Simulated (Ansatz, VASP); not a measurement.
# CuI in VASP and in Ansatz

```xyz
2
Lattice="0.0000 2.8747 2.8747 2.8747 0.0000 2.8747 2.8747 2.8747 0.0000" Properties=species:S:1:pos:R:3 pbc="T T T"
Cu    1.4373    1.4373    1.4373
I     0.0000    0.0000    0.0000
```

Change from the starting cell: hydrostatic strain -4.6%.

Alike in both runs: task single point; functional r2SCAN; k mesh 8 × 8 × 8; no spin polarisation.

|  | VASP | Ansatz |
| --- | --- | --- |
| version | VASP 6.6.1 | Ansatz 0.2.0 |
| potentials or method | VASP PAW PBE potentials, release 64 (Cu, I) | plane waves, PAW |
| plane-wave cutoff (eV) | 520 | 500 |
| occupations | gaussian, width 0.01 eV | fixed |
| valence electrons in the cell | 18 | 36 |

|  | VASP | Ansatz | Ansatz less VASP |
| --- | --- | --- | --- |
| gap on the k mesh at the Fermi level (eV) | 2.14 | 2.13 | -0.012 |
| pressure (GPa) | 8.7 | 8.7 | +0.08 |

VASP's potentials were made for PBE, not for r2SCAN. VASP's potentials hold 18 valence electrons a cell and Ansatz's 36, so a difference there can come from the potentials and not from the codes.

Neither program's run includes spin-orbit coupling.
